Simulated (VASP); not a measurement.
Here is a VASP 6.6.1 calculation.

INCAR

```
ALGO     = Fast           # electronic algorithm
EDIFF    = 1E-6           # SCF threshold, eV
ENCUT    = 520            # plane-wave cutoff, eV
GGA      = PS             # functional
ISIF     = 2              # what is computed and relaxed
ISMEAR   = 0              # smearing method
LASPH    = True           # aspherical terms in the spheres
LCHARG   = True           # write CHGCAR
LELF     = True           # ELF
LREAL    = False          # projectors in reciprocal space
LVHAR    = True         
LWAVE    = False          # write WAVECAR
NBANDS   = 17             # bands
NELM     = 100            # most SCF steps
PREC     = Accurate       # precision mode
SIGMA    = 0.15           # smearing width, eV
```

Contents of KPOINTS:

```
k-points
0
Gamma
  12 12 8
```

File POSCAR:

```
Sr
1.0
    4.3100002207      0.0000000000      0.0000000000
   -2.1550001104      3.7325696814      0.0000000000
    0.0000000000      0.0000000000      7.0500000000
Sr
2
Direct
    0.3333333333      0.6666666667      0.2500000000
    0.6666666667      0.3333333333      0.7500000000
```

Potentials or basis: VASP PAW PBE potentials, release 64 (Sr_sv).

Run with:

```console
$ cat potpaw_PBE.64/Sr_sv/POTCAR > POTCAR
$ mpirun -np 1 vasp_std > vasp.out
```

Predict the band gap on the k mesh.

zero (band 10 reaches 1.59 eV, above the bottom of band 11 at 1.30 eV).

What does it give for the pressure?

-0.8 GPa.

Caveat: the PAW data sets were made with another functional, which shifts forces and pressure a little.
